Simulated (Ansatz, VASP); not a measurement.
# One calculation of Zn, two programs

```
CELL_PARAMETERS angstrom
0.00000 1.92505 1.92505
1.92505 0.00000 1.92505
1.92505 1.92505 0.00000
ATOMIC_POSITIONS crystal
Zn 0.00000 0.00000 0.00000
```

Alike in both runs: task single point; functional r2SCAN; k mesh 18 × 18 × 18; occupations gaussian, width 0.05 eV; no spin polarisation.

|  | VASP | Ansatz |
| --- | --- | --- |
| version | VASP 6.6.1 | Ansatz 0.2.0 |
| potentials or method | VASP PAW PBE potentials, release 64 (Zn), cutoff 520 eV | scalar-relativistic, plane waves, PAW |
| valence electrons in the cell | 12 | 12 |

Ansatz gave:

```
pressure (GPa) : 0.0
```

Problem. Estimate VASP's values.

Solution. Pressure (GPa): 0.5.

VASP's potentials were made for PBE, not for r2SCAN.
